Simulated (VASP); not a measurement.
**GaN (zincblende type): single point with LDA**

GaN (zincblende type):

```
Ga N
1.0
     0.00000    1.99653    1.99653
     1.99653    0.00000    1.99653
     1.99653    1.99653    0.00000
Ga N
1 1
Direct
  0.00000 0.00000 0.00000
  0.25000 0.25000 0.25000
```

This cell differs from its parent crystal: volume scaled by 0.72, level accurate.

```
Program                : VASP 6.6.1
Task                   : single point
Functional             : LDA
Potentials or basis    : VASP PAW LDA potentials, release 64 (Ga_d, N)
Cutoff                 : 520 eV
k mesh                 : 17 × 17 × 17
Occupations            : fermi-dirac, width 0.05 eV
Spin                   : no spin polarisation
Dipole correction      : no
Further INCAR settings : ALGO = Normal; EDIFF = 1e-06; NBANDS = 16
```

```
Pressure               : 137.5 GPa
Band gap on the k mesh : 3.34 eV, indirect (least direct gap 4.02 eV)
```

Levels at points of the mesh, in eV from the valence-band top:
```tsv
k point	band 7	band 8	band 9	band 10	band 11	band 12
(0.00, 0.00, 0.00)	0.00	0.00	0.00	4.02	12.40	12.40
```

Wall time 26 s on 1 thread of Intel(R) Xeon(R) Platinum 8488C (Sapphire Rapids), on a shared host, peak memory 0.16 GiB.

 A k mesh can miss the band edges.
